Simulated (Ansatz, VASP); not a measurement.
## ZnS in VASP and in Ansatz

Contents of INCAR:

```
  ALGO = Normal
  EDIFF = 1E-6
  ENCUT = 520
  GGA = PS
  ISIF = 2
  ISMEAR = -1
  LASPH = True
  LCHARG = False
  LREAL = False
  LWAVE = False
  NBANDS = 16
  NELM = 80
  PREC = Accurate
  SIGMA = 0.01
```

The input KPOINTS:

```
k-points
0
Gamma
  9 9 9
```

Contents of POSCAR:

```
ZnS
1.0
    0.0000000000      2.6505570000      2.7046500000
    2.6505570000      0.0000000000      2.7046500000
    2.6505570000      2.6505570000      0.0000000000
Zn S
1 1
Direct
    0.0000000000      0.0000000000      0.0000000000
    0.7500000000      0.7500000000      0.7500000000
```

Input for Ansatz:

```yaml
crystal:
  lattice:
    - [0.0, 2.650557, 2.70465]
    - [2.650557, 0.0, 2.70465]
    - [2.650557, 2.650557, 0.0]
  atoms:
    - { symbol: Zn, position: [0.0, 0.0, 0.0] }
    - { symbol: S, position: [0.75, 0.75, 0.75] }
kpoints:
  mp_grid: { grid: [9, 9, 9] }
  band_path:
    path:
      - [0.0, 0.0, 0.0]
      - [0.5, 0.0, 0.5]
      - [0.75, 0.25, 0.5]
      - [0.5, 0.5, 0.5]
      - [0.0, 0.0, 0.0]
      - [0.5, 0.5, 0.0]
      - [0.62995, 0.62995, 0.2599]
      - [0.37005, 0.37005, 0.7401]
      - [0.0, 0.0, 0.0]
    npoints: 5
scf:
  occupations: { method: fermi_dirac, width: 0.01 }
hamiltonian:
  xc: pbesol
  pseudopotentials: { kind: all_electron, lapw: { basis_error: 0.00025 } }
output:
  forces: true
  stress: true
  eigenvalues: true
```

Change from the starting cell: equal xx and yy strain of -2 %.

Alike in both runs: task single point; functional PBEsol; k mesh 9 × 9 × 9; occupations fermi-dirac, width 0.01 eV; no spin polarisation.

|  | VASP | Ansatz |
| --- | --- | --- |
| version | VASP 6.6.1 | Ansatz 0.2.0 |
| potentials or method | VASP PAW PBE potentials, release 64 (Zn, S), cutoff 520 eV | all-electron LAPW, scalar-relativistic |

```csv
,VASP,Ansatz,Ansatz less VASP
gap on the k mesh at the Fermi level (eV),2.11,2.11,-0.004
pressure (GPa),1.1,0.9,-0.20
"traceless stress, the component that is largest in VASP (GPa)",-0.58,-0.59,-0.005
```

VASP's potentials were made for PBE, not for PBEsol. Ansatz ran all-electron here, and VASP with PAW potentials.
